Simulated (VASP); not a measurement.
Crystal: Ga3Se.

```
CELL_PARAMETERS angstrom
4.34198 0.00000 0.00000
0.00000 4.34198 0.00000
0.00000 0.00000 4.34198
ATOMIC_POSITIONS crystal
Se 0.00000 0.00000 0.00000
Ga 0.50000 0.50000 0.00000
Ga 0.50000 0.00000 0.50000
Ga 0.00000 0.50000 0.50000
```

Base run:

| Property | Result |
| --- | --- |
| Program | VASP 6.6.1 |
| Functional | PBE |
| Potentials or basis | VASP PAW PBE potentials, release 64 (Se, Ga_d) |
| Cutoff | 520 eV |
| k mesh | 6 × 6 × 6 |
| Occupations | fermi-dirac, width 0.05 eV |
| Spin | no spin polarisation |

Its results: pressure 2.4 GPa.

The run is repeated on the same cell with these changes: functional from PBE to r2SCAN. What comes out?

Pressure 0.8 GPa.

Caveats: the PAW data sets were made with another functional, which shifts forces and pressure a little (some runs).
